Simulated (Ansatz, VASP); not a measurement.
# One calculation of W2AuN3, two programs

```
CELL_PARAMETERS angstrom
4.72676 0.00000 0.00000
-2.36338 4.09350 0.00000
0.00000 0.00000 4.20146
ATOMIC_POSITIONS crystal
W 0.33333 0.66667 0.98864
W 0.66667 0.33333 0.98864
Au 0.00000 0.00000 0.39626
N 0.33333 0.66667 0.40747
N 0.66667 0.33333 0.40747
N 0.00000 0.00000 0.88665
```

Alike in both runs: functional PBE; k mesh 3 × 3 × 2; occupations gaussian, width 0.15 eV; no spin polarisation.

Ansatz relaxed the structure, and its values are those at the end. VASP's run is a single point on that final structure, the one shown.

|  | VASP | Ansatz |
| --- | --- | --- |
| version | VASP 6.6.1 | Ansatz 0.2.0 |
| potentials or method | VASP PAW PBE potentials, release 64 (W_sv, Au_sv_GW, N), cutoff 700 eV | scalar-relativistic, plane waves, PAW |
| valence electrons in the cell | 62 | 62 |

```csv
,VASP,Ansatz,Ansatz less VASP
gap on the k mesh at the Fermi level (eV),none,none,-
pressure (GPa),0.1,-0.3,-0.40
rms of the force components (eV/Å),0.098,0.005,-0.0933
```

A gap of «none» marks a metal or a gap that the smearing closes.

The k mesh is coarse, so the values compare programs but aren't converged. Spin-orbit coupling is off throughout.
